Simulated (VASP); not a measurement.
A run of VASP 6.6.1 is set up as follows.

The input POSCAR:

```
Ru
1.0
    0.0000000000      1.8932138216      1.8932138216
    1.8932138216      0.0000000000      1.8932138216
    1.8932138216      1.8932138216      0.0000000000
Ru
1
Direct
    0.0000000000      0.0000000000      0.0000000000
```

Contents of INCAR.step1:

```
SYSTEM = Ru
ALGO = Normal ; EDIFF = 1E-4
ENCUT = 520 ; GGA = PE
ISMEAR = -1 ; LASPH = .True.
LCHARG = .False. ; LREAL = .False.
LWAVE = .True. ; NBANDS = 13
NELM = 80 ; PREC = Accurate
SIGMA = 0.1
```

Contents of INCAR.step2:

```
SYSTEM = Ru
ALGO = Normal ; EDIFF = 1E-6
ENCUT = 520 ; ISIF = 2
ISMEAR = -1 ; ISTART = 1
LASPH = .True. ; LCHARG = .True.
LELF = .True. ; LMIXTAU = .True.
LREAL = .False. ; LVHAR = .True.
LWAVE = .False. ; METAGGA = R2SCAN
NBANDS = 13 ; NELM = 80
PREC = Accurate ; SIGMA = 0.1
```

KPOINTS

```
k-points
0
Gamma
  16 16 16
  0 0 0
```

Potentials or basis: VASP PAW PBE potentials, release 64 (Ru_pv).

Run with:

```console
$ cat potpaw_PBE.64/Ru_pv/POTCAR > POTCAR
$ cp INCAR.step1 INCAR
$ mpirun -np 1 vasp_std > vasp.out
$ cp INCAR.step2 INCAR
$ mpirun -np 1 vasp_std > vasp.out
```

Q: What does it give for the pressure?

A: 1.3 GPa.

Q: Predict the band gap on the k mesh.

A: Zero (band 7 reaches 15.00 eV, above the bottom of band 8 at 11.24 eV).

Caveat: the PAW data sets were made with another functional, which shifts forces and pressure a little.
